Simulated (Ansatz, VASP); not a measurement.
Two plane-wave programs on PbS

```xyz
4
Lattice="2.9405 -2.9000 0.0000 2.9405 2.9000 0.0000 -1.0801 0.0000 11.7093" Properties=species:S:1:pos:R:3 pbc="T T T"
Pb    3.8718    0.0000    7.3400
Pb    0.9291    0.0000    4.3693
S     0.9302    0.0000    7.0371
S     3.8708    0.0000    4.6722
```

Alike in both runs: functional r2SCAN; k mesh 8 × 8 × 3; occupations fermi-dirac, width 0.01 eV; no spin polarisation.

Ansatz relaxed the structure, and its values are those at the end. VASP's run is a single point on that final structure, the one shown.

|  | VASP | Ansatz |
| --- | --- | --- |
| version | VASP 6.6.1 | Ansatz 0.2.0 |
| potentials or method | VASP PAW PBE potentials, release 64 (Pb_d, S) | plane-wave PAW, scalar-relativistic |
| plane-wave cutoff (eV) | 520 | 500 |
| valence electrons in the cell | 40 | 40 |

```tsv
	VASP	Ansatz	Ansatz less VASP
gap on the k mesh at the Fermi level (eV)	1.85	1.85	0.000
rms of the force components (eV/Å)	0.009	0.004	-0.0044
```

VASP's potentials were made for PBE, not for r2SCAN. Ansatz's warnings: stress scf threshold loose.

Spin-orbit coupling is off throughout.
